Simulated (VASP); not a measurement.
The system is Ni.

```xyz
1
Lattice="0.0000 1.7659 1.7659 1.7659 0.0000 1.7659 1.7659 1.7659 0.0000" Properties=species:S:1:pos:R:3 pbc="T T T"
Ni    0.0000    0.0000    0.0000
```

Program: VASP 6.6.1. Alike in all runs: task single point; level PBE; potentials or basis VASP PAW PBE potentials, release 64 (Ni); spin collinear, ferromagnetic start; cell as given; k mesh 13 × 13 × 13; cutoff (eV) 520; smearing fermi-dirac 0.05 eV.

Problem. Order these runs on this cell by their pressure, lowest first.
A. fixed moment (μB) 0.95
B. fixed moment (μB) 1.19
C. fixed moment (μB) 1.43
D. fixed moment (μB) 1.67
E. fixed moment (μB) 0.48

Solution. E (-2.6 GPa), A (0.4 GPa), B (3.6 GPa), C (7.8 GPa), D (13.2 GPa).

Caveats: the total moment is fixed, so each spin has its own Fermi level.
